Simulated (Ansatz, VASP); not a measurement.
## N: VASP beside Ansatz

```xyz
8
Lattice="5.7114 0.0000 0.0000 0.0000 5.7114 0.0000 0.0000 0.0000 5.7114" Properties=species:S:1:pos:R:3 pbc="T T T"
N     0.3155    0.3155    0.3155
N     2.5402    5.3958    3.1712
N     3.1712    2.5402    5.3958
N     5.3958    3.1712    2.5402
N     5.3958    5.3958    5.3958
N     3.1712    0.3155    2.5402
N     2.5402    3.1712    0.3155
N     0.3155    2.5402    3.1712
```

Alike in both runs: task relaxation of cell and atoms; functional r2SCAN; k mesh 4 × 4 × 4; occupations gaussian, width 0.02 eV; no spin polarisation.

```csv
,VASP,Ansatz
version,VASP 6.6.1,Ansatz 0.2.0
potentials or method,"VASP PAW PBE potentials, release 64 (N), cutoff 600 eV","scalar-relativistic, plane waves, PAW"
valence electrons in the cell,40,40
```

```tsv
	VASP	Ansatz	Ansatz less VASP
gap on the k mesh at the Fermi level, each at its own relaxed structure (eV)	8.00	8.22	+0.221
relaxed volume (Å³/atom)	22.75	23.29	+0.534
relaxed cell length with the largest relative difference (Å)	5.667	5.711	+0.0440
```

VASP's potentials were made for PBE, not for r2SCAN.

Noted on VASP's run: the standard files for N, O and F lose accuracy on very short bonds.
